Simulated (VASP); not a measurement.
# Cu2H3 (P4/mmm) in VASP: notebook, part 2 of 2

VASP 6.6.1. Earlier steps stand in the parts before.

## (4) Single point, PBE

This run uses another cell than the first one, of 11.57 Å³/atom, 1.346 times its volume.

INCAR reads:

```
PREC     = Accurate       # precision mode
ENCUT    = 520            # plane-wave cutoff, eV
EDIFF    = 1E-6           # SCF threshold, eV
ISMEAR   = 0              # smearing method
SIGMA    = 0.1            # smearing width, eV
LREAL    = F              # projectors in reciprocal space
LASPH    = T              # aspherical terms in the spheres
NELM     = 100            # most SCF steps
ALGO     = Normal         # electronic algorithm
ISIF     = 2              # what is computed and relaxed
LWAVE    = F              # write WAVECAR
LCHARG   = F              # write CHGCAR
GGA      = PE             # functional
NBANDS   = 20             # bands
```

KPOINTS reads:

```
regular mesh
0
Gamma
  6 6 4
```

POSCAR reads:

```
Cu2H3
1.0
    3.4928258500      0.0000000000      0.0000000000
    0.0000000000      3.4928258500      0.0000000000
    0.0000000000      0.0000000000      4.7428259200
Cu H
2 3
Direct
    0.5000000000      0.0000000000      0.0000000000
    0.0000000000      0.5000000000      0.0000000000
    0.5000000000      0.0000000000      0.5000000000
    0.0000000000      0.5000000000      0.5000000000
    0.0000000000      0.0000000000      0.0000000000
```

Potentials or basis: VASP PAW PBE potentials, release 64 (Cu, H).

Launch:

```console
$ cat potpaw_PBE.64/Cu/POTCAR potpaw_PBE.64/H/POTCAR > POTCAR
$ mpirun -np 1 vasp_std > vasp.out
```

OUTCAR:

```text
PREC = Accurate
   ENCUT = 520
   EDIFF = 1E-6
   ISMEAR = 0
   LREAL = F
   LASPH = T
   NELM = 100
   ISIF = 2
   GGA = PE

 ion  position               nearest neighbor table
   1  0.500  0.000  0.000-   5 1.75   5 1.75   2 2.47   2 2.47   2 2.47   2 2.47
   2  0.000  0.500  0.000-   5 1.75   5 1.75   1 2.47   1 2.47   1 2.47   1 2.47
   3  0.500  0.000  0.500-
   4  0.000  0.500  0.500-
   5  0.000  0.000  0.000-   1 1.75   2 1.75   2 1.75   1 1.75

  LATTYP: Found a simple tetragonal cell.
 ALAT       =     3.4928258500
 C/A-ratio  =     1.3578764369

  Lattice vectors:

 A1 = (   3.4928258500,   0.0000000000,   0.0000000000)
 A2 = (   0.0000000000,   3.4928258500,   0.0000000000)
 A3 = (   0.0000000000,   0.0000000000,   4.7428259200)

Analysis of symmetry for initial positions (statically):
=====================================================================
 Subroutine PRICEL returns:
 Original cell was already a primitive cell.

 Routine SETGRP: Setting up the symmetry group for a
 simple tetragonal supercell.

 Subroutine GETGRP returns: Found 16 space group operations
 (whereof 16 operations were pure point group operations)
 out of a pool of 16 trial point group operations.

The static configuration has the point symmetry D_4h.

Analysis of symmetry for dynamics (positions and initial velocities):
=====================================================================
 Subroutine PRICEL returns:
 Original cell was already a primitive cell.

 Routine SETGRP: Setting up the symmetry group for a
 simple tetragonal supercell.

 Subroutine GETGRP returns: Found 16 space group operations
 (whereof 16 operations were pure point group operations)
 out of a pool of 16 trial point group operations.

The dynamic configuration has the point symmetry D_4h.

 Subroutine INISYM returns: Found 16 space group operations
 (whereof 16 operations are pure point group operations),
 and found     1 'primitive' translations

----------------------------------------------------------------------------------------

                                     Primitive cell

  volume of cell :      57.8617

  direct lattice vectors                    reciprocal lattice vectors
     3.492825850  0.000000000  0.000000000     0.286301134  0.000000000  0.000000000
     0.000000000  3.492825850  0.000000000     0.000000000  0.286301134  0.000000000
     0.000000000  0.000000000  4.742825920     0.000000000  0.000000000  0.210844762

  length of vectors
     3.492825850  3.492825850  4.742825920     0.286301134  0.286301134  0.210844762

  position of ions in fractional coordinates (direct lattice)
     0.500000000  0.000000000  0.000000000
     0.000000000  0.500000000  0.000000000
     0.500000000  0.000000000  0.500000000
     0.000000000  0.500000000  0.500000000
     0.000000000  0.000000000  0.000000000

  ion indices of the primitive-cell ions
   primitive index   ion index
                 1           1
                 2           2
                 3           3
                 4           4
                 5           5

----------------------------------------------------------------------------------------

 KPOINTS: regular mesh

Automatic generation of k-mesh.
 Grid dimensions read from file:
 generate k-points for:    6    6    4

 Generating k-lattice:

  Cartesian coordinates                     Fractional coordinates (reciprocal lattice)
     0.047716856  0.000000000  0.000000000     0.166666667  0.000000000  0.000000000
     0.000000000  0.047716856  0.000000000     0.000000000  0.166666667  0.000000000
     0.000000000  0.000000000  0.052711190     0.000000000  0.000000000  0.250000000

  Length of vectors
     0.047716856  0.047716856  0.052711190

  Shift w.r.t. Gamma in fractional coordinates (k-lattice)
     0.000000000  0.000000000  0.000000000

 Subroutine IBZKPT returns following result:
 ===========================================

 Found     30 irreducible k-points:

 Following reciprocal coordinates:
            Coordinates               Weight
  0.000000  0.000000  0.000000      1.000000
  0.166667  0.000000  0.000000      4.000000
  0.333333  0.000000  0.000000      4.000000
  0.500000  0.000000  0.000000      2.000000
  0.166667  0.166667  0.000000      4.000000
  0.333333  0.166667  0.000000      8.000000
[... 16 lines left out ...]
  0.333333  0.000000  0.500000      4.000000
  0.500000  0.000000  0.500000      2.000000
 [... further k-points ...]
   k-points           NKPTS =     30   k-points in BZ     NKDIM =     30   number of bands    NBANDS=     20
   number of dos      NEDOS =    301   number of ions     NIONS =      5
   total plane-waves  NPLWV =  28224
   dimension x,y,z NGX =    28 NGY =   28 NGZ =   36
   dimension x,y,z NGXF=    56 NGYF=   56 NGZF=   72
   ions per type =               2   3
   NGX,Y,Z   is equivalent  to a cutoff of  13.33, 13.33, 12.62 a.u.
   NGXF,Y,Z  is equivalent  to a cutoff of  26.65, 26.65, 25.24 a.u.
 SYSTEM =  unknown system
   PREC   = accura    normal or accurate (medium, high low for compatibility)
   ISTART =      0    job   : 0-new  1-cont  2-samecut
   ICHARG =      2    charge: 1-file 2-atom 10-const
   ISPIN  =      1    spin polarized calculation?
   LNONCOLLINEAR =      F non collinear calculations
   LSORBIT =      F    spin-orbit coupling
   LASPH  =      T    aspherical Exc in radial PAW
   ENCUT  =  520.0 eV  38.22 Ry    6.18 a.u.   6.49  6.49  8.82*2*pi/ulx,y,z
   NELM   =    100;   NELMIN=  2; NELMDL= -5     # of ELM steps
   EDIFF  = 0.1E-05   stopping-criterion for ELM
   LREAL  =      F    real-space projection
   EDIFFG = 0.1E-04   stopping-criterion for IOM
   NSW    =      0    number of steps for IOM
   IBRION =     -1    ionic relax: 0-MD 1-quasi-New 2-CG
   NFREE  =      0    steps in history (QN), initial steepest desc. (CG)
   ISIF   =      2    stress and relaxation
   ISYM   =      2    0-nonsym 1-usesym 2-fastsym
   POTIM  = 0.5000    time-step for ionic-motion
   TEBEG  =    0.0;   TEEND  =   0.0 temperature during run
   PSTRESS=    0.0 pullay stress
   NELECT =      25.0000    total number of electrons
   NUPDOWN=      -1.0000    fix difference up-down
   EMIN   =  10.00;   EMAX   =-10.00  energy-range for DOS
   EFERMI =   0.00;   METHOD = LEGACY
   ISMEAR =     0;   SIGMA  =   0.10  broadening in eV -4-tet -1-fermi 0-gaus
   EFERMI_NEDOS =   21; number of points for ismear=-14 and -15
   IALGO  =     38    algorithm
   IMIX   =      4    mixing-type and parameters
     AMIX     =   0.40;   BMIX     =  1.00
     AMIX_MAG =   1.60;   BMIX_MAG =  1.00
  volume/ion in A,a.u.               =      11.57        78.09
  Fermi-wavevector in a.u.,A,eV,Ry     =   1.237631  2.338783 20.840456  1.531730
  Thomas-Fermi vector in A             =   2.372190
   LORBIT       =      0    0 simple, 1 ext, 2 COOP (PROOUT), +10 PAW based schemes
   GGA     = PE    functional components
   LHFCALC =     F    Hartree Fock is set to
   AEXX    =    0.0000 exact exchange contribution
   IVDW    =     0    specifies the selected vdW correction
   LEPSILON=     F    determine dielectric tensor
   LRPA    =     F    only Hartree local field effects (RPA)
 non-spin polarized calculation
 Gauss-broadening in eV      SIGMA  =   0.10
  energy-cutoff  :      520.00
  volume of cell :       57.86
 maximum number of plane-waves:      1582
 NGX is ok and might be reduce to    28
   NGX = 13   NGY = 13   NGZ = 17

 number of electron      25.0000024 magnetization

 Free energy of the ion-electron system (eV)
  ---------------------------------------------------
  ext. energy  EPLUGINS =         0.00000000
  ---------------------------------------------------
  free energy    TOTEN  =       -12.92927612 eV

  energy without entropy =      -12.91848529  energy(sigma->0) =      -12.92388070

 E-fermi :   0.8893     XC(G=0):  -9.2123

 val. band max:        0.8762943382   @ k =   0.3333   0.3333   0.2500
 cond. band min:       0.9077662053   @ k =   0.3333   0.0000   0.5000
 fundamental gap:      0.0314718671
 Fermi energy:         0.8892599238

 k-point     1 :       0.0000    0.0000    0.0000
  band No.  band energies     occupation
      1      -7.8618      2.00000
      2      -3.9028      2.00000
      3      -2.8514      2.00000
      4      -2.8018      2.00000
      5      -1.7735      2.00000
      6      -1.7735      2.00000
[... 12 lines left out ...]
     19      13.3066      0.00000
[... 513 lines left out ...]
      4      -1.9265      2.00000
      5      -1.9024      2.00000
      6      -1.8699      2.00000
[... 12 lines left out ...]
     19      11.6108      0.00000
     20      13.2303      0.00000

 [... further k-points ...]
[... 5 lines left out ...]
  --------------------------------------------------------------------------------------
  -------------------------------------------------------------------------------------
  Total       -0.4417023     -0.4417023     -8.0514325      0.0000000      0.0000000     -0.0000000
  in kB      -12.2306394    -12.2306394   -222.9424096      0.0000000      0.0000000     -0.0000000
  external PRESSURE =     -82.4678962 kB  Pullay stress =       0.0000000 kB

 VOLUME and BASIS-vectors are now :
 -----------------------------------------------------------------------------
  energy-cutoff  :      520.00
  volume of cell :       57.86
      direct lattice vectors                 reciprocal lattice vectors
     3.492825850  0.000000000  0.000000000     0.286301134  0.000000000  0.000000000
     0.000000000  3.492825850  0.000000000     0.000000000  0.286301134  0.000000000
     0.000000000  0.000000000  4.742825920     0.000000000  0.000000000  0.210844762

 POSITION                                       TOTAL-FORCE (eV/Angst)
 -----------------------------------------------------------------------------------
      1.74641      0.00000      0.00000         0.000000      0.000000      0.000000
      0.00000      1.74641      0.00000         0.000000      0.000000      0.000000
      1.74641      0.00000      2.37141         0.000000      0.000000      0.000000
      0.00000      1.74641      2.37141         0.000000      0.000000      0.000000
      0.00000      0.00000      0.00000         0.000000      0.000000      0.000000
 -----------------------------------------------------------------------------------
    total drift:                                0.000000      0.000000     -0.000000

  FREE ENERGIE OF THE ION-ELECTRON SYSTEM (eV)
  ---------------------------------------------------
  free  energy   TOTEN  =       -12.9292761164 eV

  energy  without entropy=      -12.9184852900  energy(sigma->0) =      -12.92388070
```

Wall time 36 s (1 thread of Intel Xeon Platinum 8259CL at 2.50GHz (Skylake/Cascade Lake), shared host); peak memory 0.18 GiB.

What came out:

| Quantity | Value |
| --- | --- |
| Free energy | -12.9293 eV |
| Pressure | -8.2 GPa |

## (5) Single point, PBE

This run uses another cell than the first one, of 8.69 Å³/atom, 1.011 times its volume.

INCAR reads:

```
SYSTEM = Cu2H3
  PREC = Accurate
  ENCUT = 520
  EDIFF = 1E-6
  ISMEAR = 0
  SIGMA = 0.1
  LREAL = .False.
  LASPH = .True.
  NELM = 100
  ALGO = Normal
  ISIF = 2
  LWAVE = .False.
  LCHARG = .False.
  GGA = PE
  NBANDS = 20
```

KPOINTS reads:

```
regular mesh
0
Gamma
  6 6 4
  0 0 0
```

POSCAR: that of step 4 with these lines changed.

```diff
@@ -2,5 +2,5 @@
 1.0
-    3.4928258500      0.0000000000      0.0000000000
-    0.0000000000      3.4928258500      0.0000000000
-    0.0000000000      0.0000000000      4.7428259200
+    3.7100230761      0.0000000000      0.0000000000
+    0.0000000000      3.7100230761      0.0000000000
+    0.0000000000      0.0000000000      3.1581215164
 Cu H
```

Launch:

```console
$ cat potpaw_PBE.64/Cu/POTCAR potpaw_PBE.64/H/POTCAR > POTCAR
$ mpirun -np 1 vasp_std > vasp.out
```

It took 32 s on 1 thread of AMD EPYC 7R43 (Zen 3), shared host; peak memory 0.12 GiB.

Results (log left out):

| Quantity | Value |
| --- | --- |
| Free energy | -15.6478 eV |
| Pressure | 0.3 GPa |

Stress tensor (GPa, compression positive):
```
0.36 0.00 0.00
0.00 0.36 0.00
0.00 0.00 0.14
```

Levels at points of the mesh, in eV from the Fermi level:
| k point | band 10 | band 11 | band 12 | band 13 | band 14 | band 15 | band 16 | band 17 |
| --- | --- | --- | --- | --- | --- | --- | --- | --- |
| (0.00, 0.00, 0.00) | -2.48 | -2.06 | 1.19 | 2.92 | 2.92 | 3.09 | 6.88 | 7.83 |
| (0.50, 0.00, 0.00) | -2.99 | -2.91 | -2.72 | 2.25 | 5.57 | 6.26 | 7.06 | 9.83 |
| (0.50, 0.50, 0.00) | -2.73 | -2.60 | -0.93 | -0.93 | -0.84 | 9.48 | 10.87 | 10.87 |
| (0.00, 0.00, 0.50) | -2.61 | -2.45 | -2.06 | -1.64 | 5.40 | 5.40 | 5.57 | 9.19 |
| (0.50, 0.00, 0.50) | -3.00 | -2.68 | -2.60 | -2.11 | -0.87 | 7.36 | 8.49 | 8.72 |
| (0.50, 0.50, 0.50) | -2.86 | -2.78 | -2.78 | -2.73 | 1.78 | 2.55 | 2.55 | 5.82 |

Caveat: the k points lie up to 0.50 Å⁻¹ apart.

## (6) Relaxation of cell and atoms, PBE

This run uses another cell than the first one, of 11.57 Å³/atom, 1.346 times its volume.

INCAR reads:

```
SYSTEM = Cu2H3
ALGO = Normal
EDIFF = 1E-7
EDIFFG = -0.04
ENCUT = 600
GGA = PE
IBRION = 2
ISIF = 3
ISMEAR = 0
LASPH = .True.
LCHARG = .False.
LREAL = .False.
LWAVE = .False.
NELM = 80
NSW = 90
PREC = Accurate
SIGMA = 0.1
```

KPOINTS reads:

```
k-points
0
Gamma
  6 6 4
  0 0 0
```

POSCAR: that of step 5 with these lines changed.

```diff
@@ -2,5 +2,5 @@
 1.0
-    3.7100230761      0.0000000000      0.0000000000
-    0.0000000000      3.7100230761      0.0000000000
-    0.0000000000      0.0000000000      3.1581215164
+    3.4928258500      0.0000000000      0.0000000000
+    0.0000000000      3.4928258500      0.0000000000
+    0.0000000000      0.0000000000      4.7428259200
 Cu H
```

Potentials or basis: VASP PAW PBE potentials, release 64 (Cu, H).

Launch:

```console
$ cat potpaw_PBE.64/Cu/POTCAR potpaw_PBE.64/H/POTCAR > POTCAR
$ mpirun -np 1 vasp_std > vasp.out
```

Run time: 8.2 min. Hardware: 1 thread of AMD EPYC 7R43 (Zen 3), shared host; peak memory 0.16 GiB.

It converged, with:

* Free energy: -15.6510 eV
* Relaxed volume: 8.72 Å³/atom
* Relaxed cell: a = 3.713 Å, b = 3.713 Å, c = 3.163 Å, α = 90.00°, β = 90.00°, γ = 90.00°
* Space group after relaxing (to 0.05 Å): P4/mmm (No. 123)
* Energy gained by relaxing: 544.2 meV/atom
* Ionic steps: 13
* Pressure after relaxing: 0.1 GPa

Stress tensor (GPa, compression positive):
```
 0.23  0.00  0.00
 0.00  0.23  0.00
 0.00  0.00 -0.27
```

The path:
```csv
step,energy change (eV),largest force (eV/Å),pressure (GPa),volume (Å³)
1,0.0000,0.0000,-8.23,57.86
2,-0.6849,0.0000,-7.87,52.92
3,-1.7397,0.0000,-4.22,45.75
4,-1.0367,0.0000,53.18,31.91
5,-2.1716,0.0000,0.61,42.19
6,-2.2451,0.0000,22.67,35.75
7,-2.3809,0.0000,8.29,39.17
8,-2.3946,0.0000,11.07,38.33
9,-2.5833,0.0000,9.86,39.98
10,-2.6128,0.0000,9.37,39.62
11,-2.7150,0.0000,-0.91,43.91
12,-2.7171,0.0000,0.18,43.34
13,-2.7208,0.0000,0.06,43.60
```

Final structure:
```
Cu H
1.0
     3.71275    0.00000    0.00000
     0.00000    3.71275    0.00000
     0.00000    0.00000    3.16269
Cu H
2 3
Direct
  0.50000 0.00000 0.00000
  0.00000 0.50000 0.00000
  0.50000 0.00000 0.50000
  0.00000 0.50000 0.50000
  0.00000 0.00000 0.00000
```

Levels at points of the mesh, in eV from the Fermi level:
| k point | band 11 | band 12 | band 13 | band 14 | band 15 | band 16 |
| --- | --- | --- | --- | --- | --- | --- |
| (0.00, 0.00, 0.00) | -2.05 | 1.18 | 2.93 | 2.93 | 3.08 | 6.87 |
| (0.50, 0.00, 0.00) | -2.90 | -2.71 | 2.24 | 5.56 | 6.26 | 7.06 |
| (0.50, 0.50, 0.00) | -2.59 | -0.92 | -0.92 | -0.83 | 9.47 | 10.83 |
| (0.00, 0.00, 0.50) | -2.44 | -2.05 | -1.63 | 5.39 | 5.39 | 5.56 |
| (0.50, 0.00, 0.50) | -2.67 | -2.59 | -2.11 | -0.87 | 7.34 | 8.49 |
| (0.50, 0.50, 0.50) | -2.77 | -2.77 | -2.72 | 1.78 | 2.54 | 2.54 |

Caveat: the volume moved by over 15 % at a fixed basis, so the end points are rough.

## (7) Overview

```csv
task,cell,k mesh,cutoff (eV),gap on the mesh (eV),pressure (GPa),relaxed volume (Å³/atom)
single point,"a = 3.674, b = 3.674, c = 3.185 Å, 5 atoms",10 × 10 × 12,520,none,0.3,-
relaxation of cell and atoms,"relaxed from a = 3.640, b = 3.640, c = 3.214 Å, 5 atoms",10 × 10 × 12,600,none,0.1,8.63
single point,"a = 3.493, b = 3.493, c = 4.743 Å, 5 atoms",6 × 6 × 4,520,none,-8.2,-
single point,"a = 3.710, b = 3.710, c = 3.158 Å, 5 atoms",6 × 6 × 4,520,none,0.3,-
relaxation of cell and atoms,"relaxed from a = 3.493, b = 3.493, c = 4.743 Å, 5 atoms",6 × 6 × 4,600,none,0.1,8.72
```

Alike in all rows: level PBE; potentials or basis VASP PAW PBE potentials, release 64 (Cu, H); no spin polarisation; smearing gaussian 0.1 eV.

Caveats: some runs use coarse meshes; the volume moved by over 15 % at a fixed basis, so the end points are rough (some runs).

Absolute energies hang on the potentials; compare differences alone.
